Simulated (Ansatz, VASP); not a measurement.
# One calculation of Ta, two programs

```
CELL_PARAMETERS angstrom
-1.65493 1.65493 1.65493
1.65493 -1.65493 1.65493
1.65493 1.65493 -1.65493
ATOMIC_POSITIONS crystal
Ta 0.00000 0.00000 0.00000
```

Alike in both runs: task single point; functional LDA; k mesh 14 × 14 × 14; occupations fermi-dirac, width 0.05 eV; no spin polarisation.

```csv
,VASP,Ansatz
version,VASP 6.6.1,Ansatz 0.2.0
potentials or method,"VASP PAW LDA potentials, release 64 (Ta_pv), cutoff 520 eV","all-electron LAPW, scalar-relativistic"
```

Ansatz gave:

- pressure (GPa): -10.2

Task: Which values does VASP return?

Result: Pressure (GPa): -9.3.

LDA's correlation is that of Perdew and Zunger in VASP and of Perdew and Wang (1992) in Ansatz. Ansatz ran all-electron here, and VASP with PAW potentials.

Neither program's run includes spin-orbit coupling.
